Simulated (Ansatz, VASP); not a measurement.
AlN in VASP and in Ansatz

```
Al N
1.0
     0.00000    2.08645    2.23976
     2.23976    0.00000    2.23976
     2.23976    2.08645    0.00000
Al N
1 1
Cartesian
  0.0000 0.0000 0.0000
  3.3596 3.1297 3.3596
```

Change from the starting cell: mode 4 frozen in at +0.000 Å, strain +e along z and -e/2 along x and y -0.0467.

Alike in both runs: task single point; functional PBEsol; k mesh 10 × 10 × 10; occupations gaussian, width 0.05 eV; no spin polarisation.

|  | VASP | Ansatz |
| --- | --- | --- |
| version | VASP 6.6.1 | Ansatz 0.2.0 |
| potentials or method | VASP PAW PBE potentials, release 64 (Al, N), cutoff 520 eV | scalar-relativistic, plane waves, PAW |
| valence electrons in the cell | 8 | 8 |

Ansatz gave:

| Property | Result |
| --- | --- |
| gap on the k mesh at the Fermi level (eV) | 2.85 |
| least direct gap on the mesh (eV) | 3.88 |
| pressure (GPa) | -0.1 |
| traceless stress, the component that is largest in VASP (GPa) | 4.78 |

Task: Estimate VASP's values.

Result: gap on the k mesh at the Fermi level (eV): 2.84; least direct gap on the mesh (eV): 3.90; pressure (GPa): -0.1; traceless stress, the component that is largest in VASP (GPa): 4.79.

VASP's potentials were made for PBE, not for PBEsol, and Ansatz warns of the same on its side. With one functional, cell and mesh, what is left measures potentials, basis and numerics.
